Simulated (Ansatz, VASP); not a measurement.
# Cu in VASP and in Ansatz

The input INCAR:

```
SYSTEM = Cu
  PREC = Accurate
  ENCUT = 520
  EDIFF = 1E-7
  ISMEAR = 0
  SIGMA = 0.1
  LREAL = .FALSE.
  LASPH = .TRUE.
  NELM = 80
  ALGO = Normal
  ISIF = 2
  LWAVE = .FALSE.
  LCHARG = .FALSE.
  GGA = PE
  NBANDS = 18
```

File KPOINTS:

```
Automatic mesh
0
G
  18 18 10
  0 0 0
```

File POSCAR:

```
Cu
1.0
    2.5472993134      0.0000000000      0.0000000000
   -1.2736496567      2.2060259165      0.0000000000
    0.0000000000      0.0000000000      4.0106203649
Cu
2
Direct
    0.3333333300      0.6666666700      0.2500000000
    0.6666666700      0.3333333300      0.7500000000
```

Input for Ansatz:

```yaml
crystal:
  lattice:
    - [2.5472993134, 0.0, 0.0]
    - [-1.2736496567, 2.2060259165, 0.0]
    - [0.0, 0.0, 4.0106203649]
  atoms:
    - { symbol: Cu, position: [0.33333333, 0.66666667, 0.25] }
    - { symbol: Cu, position: [0.66666667, 0.33333333, 0.75] }
basis:
  ecutwfc: 420
kpoints:
  mp_grid: { grid: [18, 18, 10] }
hamiltonian:
  xc: pbe
scf:
  occupations: { method: gaussian, width: 0.1 }
output:
  forces: true
  stress: true
  eigenvalues: true
```

Alike in both runs: task single point; functional PBE; k mesh 18 × 18 × 10; occupations gaussian, width 0.1 eV; no spin polarisation.

|  | VASP | Ansatz |
| --- | --- | --- |
| version | VASP 6.6.1 | Ansatz 0.2.0 |
| potentials or method | VASP PAW PBE potentials, release 64 (Cu), cutoff 520 eV | scalar-relativistic, plane waves, PAW |
| valence electrons in the cell | 22 | 38 |

Ansatz gave:

* gap on the k mesh at the Fermi level (eV): none
* pressure (GPa): 10.1
* traceless stress, the component that is largest in VASP (GPa): 5.04

Q: Which values does VASP return?

A: gap on the k mesh at the Fermi level (eV): none; pressure (GPa): 10.7; traceless stress, the component that is largest in VASP (GPa): 5.01.

A gap of «none» marks a metal or a gap that the smearing closes. With one functional, cell and mesh, what is left measures potentials, basis and numerics. VASP's potentials hold 22 valence electrons a cell and Ansatz's 38, so a difference there can come from the potentials and not from the codes.
